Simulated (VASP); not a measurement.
**Cs: electric field gradients with PBE**

The system is Cs.

```
Cs
1.0
    -2.55385    2.55385    9.59607
     2.55385   -2.55385    9.59607
     5.10769    5.10769  -19.19213
Cs
4
Direct
  0.25000 0.75000 0.25000
  0.25000 0.75000 0.75000
  0.50000 0.50000 0.00000
  0.50000 0.50000 0.50000
```

* Program: VASP 6.6.1
* Task: electric field gradients
* Functional: PBE
* Potentials or basis: VASP PAW PBE potentials, release 64 (Cs_sv)
* Cutoff: 520 eV
* k mesh: 5 × 5 × 5
* Occupations: fermi-dirac, width 0.05 eV
* Spin: no spin polarisation
* Dipole correction: no
* Further INCAR settings: ALGO = Normal; EDIFF = 1e-08; NBANDS = 26

| Item | Value |
| --- | --- |
| Pressure | 0.0 GPa |
| Band gap on the k mesh | zero (band 18 reaches 0.36 eV, above the bottom of band 19 at -0.07 eV) |

Stress tensor (GPa, compression positive):
```
 0.03  0.00  0.00
 0.00  0.03  0.00
 0.00  0.00 -0.15
```

Levels at points of the mesh, in eV from the Fermi level:
```csv
k point,band 15,band 16,band 17,band 18,band 19,band 20,band 21,band 22
"(0.00, 0.00, 0.00)",-10.72,-10.72,-1.59,-0.11,0.54,0.56,0.56,1.26
```

Electric field gradients, principal values (V/Å²):
| atom | least | middle | greatest (by size) |
| --- | --- | --- | --- |
| 1 Cs | 1.501 | 1.793 | -3.294 |
| 2 Cs | 1.501 | 1.793 | -3.294 |
| 3 Cs | 1.501 | 1.793 | -3.294 |
| 4 Cs | 1.501 | 1.793 | -3.294 |

It took 52 min on 1 thread of Intel(R) Xeon(R) Platinum 8259CL CPU @ 2.50GHz (Skylake/Cascade Lake), on a shared host, peak memory 1.7 GiB.

Caveat: without QUAD_EFG the Cq values of the log hold for a quadrupole moment of 1 mb, not for the nuclei; spin-orbit coupling is left out, which moves the levels of the heavy elements.
